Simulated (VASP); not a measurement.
Write the native input for VASP 6.6.1 that does the following.

- Task: electric field gradients
- Functional: PBE
- Potentials or basis: VASP PAW PBE potentials, release 64 (Si)
- Cutoff: 520 eV
- k mesh: 16 × 16 × 16
- Occupations: fermi-dirac, width 0.05 eV
- Spin: no spin polarisation
- Dipole correction: no
- Further INCAR settings: ALGO = Normal; EDIFF = 1e-08; NBANDS = 11

The structure of Si lies in POSCAR:

```
Si
1.0
   -2.2960200000      2.4158700000      1.2750000000
    2.2960200000     -2.4158700000      1.2750000000
    2.2960200000      2.4158700000     -1.2750000000
Si
2
Direct
    0.8070000000      0.5570000000      0.2500000000
    0.1930000000      0.4430000000      0.7500000000
```

This cell differs from its parent crystal: equal xx and yy strain of +2 %.

One way to write it, as run:

INCAR

```
PREC = Accurate
ENCUT = 520
EDIFF = 1E-8
ISMEAR = -1
SIGMA = 0.05
LREAL = False
LASPH = True
NELM = 100
ALGO = Normal
ISIF = 2
LWAVE = False
LCHARG = False
GGA = PE
LEFG = True
NBANDS = 11
```

KPOINTS

```
regular mesh
0
Gamma
  16 16 16
```

Potentials or basis: VASP PAW PBE potentials, release 64 (Si).

Command:

```sh
$ cat potpaw_PBE.64/Si/POTCAR > POTCAR
$ mpirun -np 1 vasp_std > vasp.out
```

It gave:

The pressure is 9.2 GPa. The largest force is 0.030 eV/Å. The band gap on the k mesh is zero (bands 4 and 5 overlap by 7.00 eV). The largest electric field gradient by atom is Si -23.0 V/Å².

Caveat: the cell differs from its parent crystal (equal xx and yy strain of +2 %); the cell stands under pressure; without QUAD_EFG the Cq values of the log hold for a quadrupole moment of 1 mb, not for the nuclei.

Wall time 78 s on 1 thread of Intel(R) Xeon(R) 6975P-C (Granite Rapids) (shared host), peak memory 0.27 GiB.
